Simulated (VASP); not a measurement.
# Si2W (P6_222) in VASP: notebook

The runs below take Si2W through single point, with PBE.

All numbers are computed with VASP 6.6.1; they aren't measurements. Logs are shortened: lines on timing, memory, paths and dates and some standing lists are left out, and cuts for length are marked.

## Step 1: The cell of the first run

The structure is hexagonal, space group P6_222 (No. 180). The conventional cell has a = 4.523 Å, b = 4.523 Å, c = 6.517 Å, α = 90.00°, β = 90.00°, γ = 120.00°. Si (site symmetry 2) has 9 Si at 2.52 to 3.17 Å and 5 W at 2.54 to 2.63 Å within 3.3 Å. W (site symmetry 222) has 10 Si at 2.54 to 2.63 Å and 4 W at 3.14 Å within 3.4 Å.

## Step 2: Single point, PBE

File INCAR:

```
SYSTEM = Si2W
ALGO     = Normal         ! electronic algorithm
EDIFF    = 1E-6           ! SCF threshold, eV
ENCUT    = 520            ! plane-wave cutoff, eV
GGA      = PE             ! functional
ISIF     = 2              ! what is computed and relaxed
ISMEAR   = 0              ! smearing method
LASPH    = .True.         ! aspherical terms in the spheres
LCHARG   = .False.        ! write CHGCAR
LREAL    = .False.        ! projectors in reciprocal space
LWAVE    = .False.        ! write WAVECAR
NBANDS   = 43             ! bands
NELM     = 60             ! most SCF steps
PREC     = Accurate       ! precision mode
SIGMA    = 0.05           ! smearing width, eV
```

File KPOINTS:

```
k-points
0
Gamma
  9 9 6
  0 0 0
```

File POSCAR:

```
Si2W
1.0
    4.5226044595      0.0000000000      0.0000000000
   -2.2613022298      3.9166903532      0.0000000000
    0.0000000000      0.0000000000      6.5174038494
Si W
6 3
Direct
    0.8363740000      0.6727480000      0.5000000000
    0.1636260000      0.8363740000      0.8333333300
    0.6727480000      0.8363740000      0.1666666700
    0.1636260000      0.3272520000      0.5000000000
    0.8363740000      0.1636260000      0.8333333300
    0.3272520000      0.1636260000      0.1666666700
    0.0000000000      0.5000000000      0.1666666700
    0.5000000000      0.5000000000      0.8333333300
    0.5000000000      0.0000000000      0.5000000000
```

Potentials or basis: VASP PAW PBE potentials, release 64 (Si, W_sv).

Command:

```bash
$ cat potpaw_PBE.64/Si/POTCAR potpaw_PBE.64/W_sv/POTCAR > POTCAR
$ mpirun -np 1 vasp_std > vasp.out
```

OUTCAR:

```text
SYSTEM = Si2W
   EDIFF = 1E-6
   ENCUT = 520
   GGA = PE
   ISIF = 2
   ISMEAR = 0
   LASPH = .True.
   LREAL = .False.
   NELM = 60
   PREC = Accurate

 ion  position               nearest neighbor table
   1  0.836  0.673  0.500-   2 2.52   3 2.52   8 2.54   7 2.54   4 2.56   9 2.60   9 2.60   9 2.63
                             4 2.64   4 2.64   6 3.11   5 3.11
   2  0.164  0.836  0.833-   1 2.52   6 2.52   9 2.54   7 2.54   5 2.56   8 2.60   8 2.60   8 2.63
                             5 2.64   5 2.64   4 3.11   3 3.11
   3  0.673  0.836  0.167-   1 2.52   5 2.52   9 2.54   8 2.54   6 2.56   7 2.60   7 2.60   7 2.63
                             6 2.64   6 2.64   4 3.11   2 3.11
   4  0.164  0.327  0.500-   5 2.52   6 2.52   8 2.54   7 2.54   1 2.56   9 2.60   9 2.60   9 2.63
                             1 2.64   1 2.64   3 3.11   2 3.11
   5  0.836  0.164  0.833-   4 2.52   3 2.52   9 2.54   7 2.54   2 2.56   8 2.60   8 2.60   8 2.63
                             2 2.64   2 2.64   1 3.11   6 3.11
   6  0.327  0.164  0.167-   4 2.52   2 2.52   9 2.54   8 2.54   3 2.56   7 2.60   7 2.60   7 2.63
                             3 2.64   3 2.64   1 3.11   5 3.11
   7  0.000  0.500  0.167-   1 2.54   4 2.54   2 2.54   5 2.54   6 2.60   3 2.60   6 2.60   3 2.60
                             3 2.63   6 2.63   9 3.14   9 3.14   8 3.14   8 3.14
   8  0.500  0.500  0.833-   1 2.54   4 2.54   3 2.54   6 2.54   2 2.60   5 2.60   2 2.60   5 2.60
                             5 2.63   2 2.63   9 3.14   9 3.14   7 3.14   7 3.14
   9  0.500  0.000  0.500-   2 2.54   5 2.54   3 2.54   6 2.54   4 2.60   1 2.60   4 2.60   1 2.60
                             4 2.63   1 2.63   7 3.14   7 3.14   8 3.14   8 3.14

  LATTYP: Found a hexagonal cell.
 ALAT       =     4.5226044595
 C/A-ratio  =     1.4410731488

  Lattice vectors:

 A1 = (   4.5226044595,   0.0000000000,   0.0000000000)
 A2 = (  -2.2613022298,   3.9166903532,   0.0000000000)
 A3 = (   0.0000000000,   0.0000000000,   6.5174038494)

Analysis of symmetry for initial positions (statically):
=====================================================================
 Subroutine PRICEL returns:
 Original cell was already a primitive cell.

 Routine SETGRP: Setting up the symmetry group for a
 hexagonal supercell.

 Subroutine GETGRP returns: Found 12 space group operations
 (whereof  4 operations were pure point group operations)
 out of a pool of 24 trial point group operations.

The static configuration has the point symmetry D_2 .
 The point group associated with its full space group is D_6 .

Analysis of symmetry for dynamics (positions and initial velocities):
=====================================================================
 Subroutine PRICEL returns:
 Original cell was already a primitive cell.

 Routine SETGRP: Setting up the symmetry group for a
 hexagonal supercell.

 Subroutine GETGRP returns: Found 12 space group operations
 (whereof  4 operations were pure point group operations)
 out of a pool of 24 trial point group operations.

The dynamic configuration has the point symmetry D_2 .
 The point group associated with its full space group is D_6 .

 Subroutine INISYM returns: Found 12 space group operations
 (whereof  4 operations are pure point group operations),
 and found     1 'primitive' translations

----------------------------------------------------------------------------------------

                                     Primitive cell

  volume of cell :     115.4470

  direct lattice vectors                    reciprocal lattice vectors
     4.522604460  0.000000000  0.000000000     0.221111532  0.127658802  0.000000000
    -2.261302230  3.916690353  0.000000000     0.000000000  0.255317605  0.000000000
     0.000000000  0.000000000  6.517403849     0.000000000  0.000000000  0.153435328

  length of vectors
     4.522604460  4.522604460  6.517403849     0.255317605  0.255317605  0.153435328

  position of ions in fractional coordinates (direct lattice)
     0.836374000  0.672748000  0.500000000
     0.163626000  0.836374000  0.833333330
     0.672748000  0.836374000  0.166666670
     0.163626000  0.327252000  0.500000000
     0.836374000  0.163626000  0.833333330
     0.327252000  0.163626000  0.166666670
     1.000000000  0.500000000  0.166666670
     0.500000000  0.500000000  0.833333330
     0.500000000  0.000000000  0.500000000

  ion indices of the primitive-cell ions
   primitive index   ion index
                 1           1
                 2           2
                 3           3
                 4           4
                 5           5
                 6           6
                 7           7
                 8           8
                 9           9

----------------------------------------------------------------------------------------

 KPOINTS: k-points

Automatic generation of k-mesh.
 Grid dimensions read from file:
 generate k-points for:    9    9    6

 Generating k-lattice:

  Cartesian coordinates                     Fractional coordinates (reciprocal lattice)
     0.024567948  0.014184311  0.000000000     0.111111111  0.000000000  0.000000000
     0.000000000  0.028368623  0.000000000     0.000000000  0.111111111  0.000000000
     0.000000000  0.000000000  0.025572555     0.000000000  0.000000000  0.166666667

  Length of vectors
     0.028368623  0.028368623  0.025572555

  Shift w.r.t. Gamma in fractional coordinates (k-lattice)
     0.000000000  0.000000000  0.000000000

 Subroutine IBZKPT returns following result:
 ===========================================

 Found     48 irreducible k-points:

 Following reciprocal coordinates:
            Coordinates               Weight
  0.000000  0.000000  0.000000      1.000000
  0.111111  0.000000  0.000000      6.000000
  0.222222 -0.000000  0.000000      6.000000
  0.333333  0.000000  0.000000      6.000000
  0.444444 -0.000000  0.000000      6.000000
  0.111111  0.111111  0.000000      6.000000
[... 16 lines left out ...]
  0.333333  0.222222  0.166667     24.000000
  0.333333  0.333333  0.166667      4.000000
 [... further k-points ...]
   k-points           NKPTS =     48   k-points in BZ     NKDIM =     48   number of bands    NBANDS=     43
   number of dos      NEDOS =    301   number of ions     NIONS =      9
   total plane-waves  NPLWV =  62208
   dimension x,y,z NGX =    36 NGY =   36 NGZ =   48
   dimension x,y,z NGXF=    72 NGYF=   72 NGZF=   96
   ions per type =               6   3
   NGX,Y,Z   is equivalent  to a cutoff of  13.23, 13.23, 12.24 a.u.
   NGXF,Y,Z  is equivalent  to a cutoff of  26.47, 26.47, 24.49 a.u.
 SYSTEM =  Si2W
   PREC   = accura    normal or accurate (medium, high low for compatibility)
   ISTART =      0    job   : 0-new  1-cont  2-samecut
   ICHARG =      2    charge: 1-file 2-atom 10-const
   ISPIN  =      1    spin polarized calculation?
   LNONCOLLINEAR =      F non collinear calculations
   LSORBIT =      F    spin-orbit coupling
   LASPH  =      T    aspherical Exc in radial PAW
   ENCUT  =  520.0 eV  38.22 Ry    6.18 a.u.   8.41  8.41 12.12*2*pi/ulx,y,z
   NELM   =     60;   NELMIN=  2; NELMDL= -5     # of ELM steps
   EDIFF  = 0.1E-05   stopping-criterion for ELM
   LREAL  =      F    real-space projection
   EDIFFG = 0.1E-04   stopping-criterion for IOM
   NSW    =      0    number of steps for IOM
   IBRION =     -1    ionic relax: 0-MD 1-quasi-New 2-CG
   NFREE  =      0    steps in history (QN), initial steepest desc. (CG)
   ISIF   =      2    stress and relaxation
   ISYM   =      2    0-nonsym 1-usesym 2-fastsym
   POTIM  = 0.5000    time-step for ionic-motion
   TEBEG  =    0.0;   TEEND  =   0.0 temperature during run
   PSTRESS=    0.0 pullay stress
   NELECT =      66.0000    total number of electrons
   NUPDOWN=      -1.0000    fix difference up-down
   EMIN   =  10.00;   EMAX   =-10.00  energy-range for DOS
   EFERMI =   0.00;   METHOD = LEGACY
   ISMEAR =     0;   SIGMA  =   0.05  broadening in eV -4-tet -1-fermi 0-gaus
   EFERMI_NEDOS =   21; number of points for ismear=-14 and -15
   IALGO  =     38    algorithm
   IMIX   =      4    mixing-type and parameters
     AMIX     =   0.40;   BMIX     =  1.00
     AMIX_MAG =   1.60;   BMIX_MAG =  1.00
  volume/ion in A,a.u.               =      12.83        86.56
  Fermi-wavevector in a.u.,A,eV,Ry     =   1.358716  2.567601 25.117836  1.846109
  Thomas-Fermi vector in A             =   2.485525
   LORBIT       =      0    0 simple, 1 ext, 2 COOP (PROOUT), +10 PAW based schemes
   GGA     = PE    functional components
   LHFCALC =     F    Hartree Fock is set to
   AEXX    =    0.0000 exact exchange contribution
   IVDW    =     0    specifies the selected vdW correction
   LEPSILON=     F    determine dielectric tensor
   LRPA    =     F    only Hartree local field effects (RPA)
 non-spin polarized calculation
 Gauss-broadening in eV      SIGMA  =   0.05
  energy-cutoff  :      520.00
  volume of cell :      115.45
 maximum number of plane-waves:      3139
 NGX is ok and might be reduce to    36
   NGX = 17   NGY = 17   NGZ = 25

 number of electron      65.9999996 magnetization

 Free energy of the ion-electron system (eV)
  ---------------------------------------------------
  ext. energy  EPLUGINS =         0.00000000
  ---------------------------------------------------
  free energy    TOTEN  =       -73.51261496 eV

  energy without entropy =      -73.51250222  energy(sigma->0) =      -73.51255859

 E-fermi :  13.3206     XC(G=0): -12.7650

 val. band max:       13.2531187880   @ k =   0.4444  -0.0000   0.5000
 cond. band min:      13.3880812500   @ k =   0.4444  -0.0000   0.0000
 fundamental gap:      0.1349624620
 Fermi energy:        13.3206034117

 k-point     1 :       0.0000    0.0000    0.0000
  band No.  band energies     occupation
      1     -60.9476      2.00000
      2     -60.9314      2.00000
      3     -60.9314      2.00000
      4     -25.3872      2.00000
      5     -25.3802      2.00000
      6     -25.3802      2.00000
[... 35 lines left out ...]
     42      16.4814      0.00000
     43      16.8475      0.00000
[... 1017 lines left out ...]
      3     -60.9317      2.00000
      4     -25.4377      2.00000
      5     -25.4087      2.00000
      6     -25.3836      2.00000
[... 35 lines left out ...]
     42      16.5394      0.00000
     43      16.9167      0.00000

 [... further k-points ...]
[... 5 lines left out ...]
  --------------------------------------------------------------------------------------
  -------------------------------------------------------------------------------------
  Total       10.6651918     10.6651918     11.3846568     -0.0000000     -0.0000000      0.0000000
  in kB      148.0119476    148.0119476    157.9967114     -0.0000000     -0.0000000      0.0000000
  external PRESSURE =     151.3402022 kB  Pullay stress =       0.0000000 kB

 VOLUME and BASIS-vectors are now :
 -----------------------------------------------------------------------------
  energy-cutoff  :      520.00
  volume of cell :      115.45
      direct lattice vectors                 reciprocal lattice vectors
     4.522604460  0.000000000  0.000000000     0.221111532  0.127658802  0.000000000
    -2.261302230  3.916690353  0.000000000     0.000000000  0.255317605  0.000000000
     0.000000000  0.000000000  6.517403849     0.000000000  0.000000000  0.153435328

 POSITION                                       TOTAL-FORCE (eV/Angst)
 -----------------------------------------------------------------------------------
      2.26130      2.63495      3.25870        -0.000000      0.038704     -0.000000
     -1.15128      3.27582      5.43117        -0.033519      0.019352     -0.000000
      1.15128      3.27582      1.08623         0.033519      0.019352     -0.000000
     -0.00000      1.28174      3.25870         0.000000     -0.038704     -0.000000
      3.41258      0.64087      5.43117         0.033519     -0.019352     -0.000000
      1.11002      0.64087      1.08623        -0.033519     -0.019352     -0.000000
     -1.13065      1.95835      1.08623        -0.000000     -0.000000      0.000000
      1.13065      1.95835      5.43117         0.000000     -0.000000      0.000000
      2.26130      0.00000      3.25870        -0.000000     -0.000000     -0.000000
 -----------------------------------------------------------------------------------
    total drift:                                0.000000     -0.000000      0.000034

  FREE ENERGIE OF THE ION-ELECTRON SYSTEM (eV)
  ---------------------------------------------------
  free  energy   TOTEN  =       -73.5126149566 eV

  energy  without entropy=      -73.5125022204  energy(sigma->0) =      -73.51255859
```

Run time: 2.1 min. Hardware: 1 thread of AMD EPYC 9R45 (Zen 5), shared host; peak memory 0.31 GiB.

What came out:

| Quantity | Value |
| --- | --- |
| Free energy | -73.5126 eV |
| Pressure | 15.1 GPa |
| Largest force | 0.039 eV/Å |
| Band gap on the k mesh | 0.14 eV (least direct gap 0.75 eV) |

Forces on the atoms (eV/Å):
```
Si   0.000  0.039  0.000
Si  -0.034  0.019  0.000
Si   0.034  0.019  0.000
Si   0.000 -0.039  0.000
Si   0.034 -0.019  0.000
Si  -0.034 -0.019  0.000
W    0.000  0.000  0.000
W    0.000  0.000  0.000
W    0.000  0.000  0.000
```

Caveat: the cell stands under pressure; spin-orbit coupling is left out, which moves the levels of the heavy elements.

## Step 3: Single point, PBE

This run uses another cell than the first one, of 13.65 Å³/atom.

File INCAR:

```
SYSTEM = Si2W
PREC = Accurate
ENCUT = 520
EDIFF = 1E-6
ISMEAR = 0
SIGMA = 0.05
LREAL = .False.
LASPH = .True.
NELM = 60
ALGO = Normal
ISIF = 2
LWAVE = .False.
LCHARG = .False.
GGA = PE
NBANDS = 43
```

File KPOINTS:

```
Automatic mesh
0
Gamma
  9 9 6
  0 0 0
```

Changes to POSCAR since step 2:

```diff
@@ -2,5 +2,5 @@
 1.0
-    4.5226044595      0.0000000000      0.0000000000
-   -2.2613022298      3.9166903532      0.0000000000
-    0.0000000000      0.0000000000      6.5174038494
+    4.6168523821      0.0000000000      0.0000000000
+   -2.3084261911      3.9983114484      0.0000000000
+    0.0000000000      0.0000000000      6.6532220000
 Si W
```

Potentials or basis: VASP PAW PBE potentials, release 64 (Si, W_sv).

Command:

```bash
$ cat potpaw_PBE.64/Si/POTCAR potpaw_PBE.64/W_sv/POTCAR > POTCAR
$ mpirun -np 1 vasp_std > vasp.out
```

It took 2.3 min on 1 thread of AMD EPYC 9R45 (Zen 5), shared host; peak memory 0.33 GiB.

Results (log left out):

```
Free energy            : -73.8334 eV
Pressure               : -0.4 GPa
Band gap on the k mesh : 0.14 eV (least direct gap 0.67 eV)
```

Forces on the atoms (eV/Å):
```
Si   0.000 -0.003  0.000
Si   0.002 -0.001  0.000
Si  -0.002 -0.001  0.000
Si   0.000  0.003  0.000
Si  -0.002  0.001  0.000
Si   0.002  0.001  0.000
W    0.000  0.000  0.000
W    0.000  0.000  0.000
W    0.000  0.000  0.000
```

Stress tensor (GPa, compression positive):
```
-0.37  0.00  0.00
 0.00 -0.37  0.00
 0.00  0.00 -0.53
```

Levels at points of the mesh, in eV from the valence-band top:
```
           k point  band 29  band 30  band 31  band 32  band 33  band 34  band 35  band 36  band 37  band 38
(0.00, 0.00, 0.00)    -3.32    -3.32    -2.98    -2.53    -0.88     2.26     2.26     2.32     2.35     2.65
(0.00, 0.00, 0.50)    -2.68    -2.68    -2.56    -0.68    -0.68     1.81     2.04     2.04     2.29     2.46
```

Caveat: spin-orbit coupling is left out, which moves the levels of the heavy elements. A k mesh can miss the band edges.

(Part 1 of 2 ends here.)
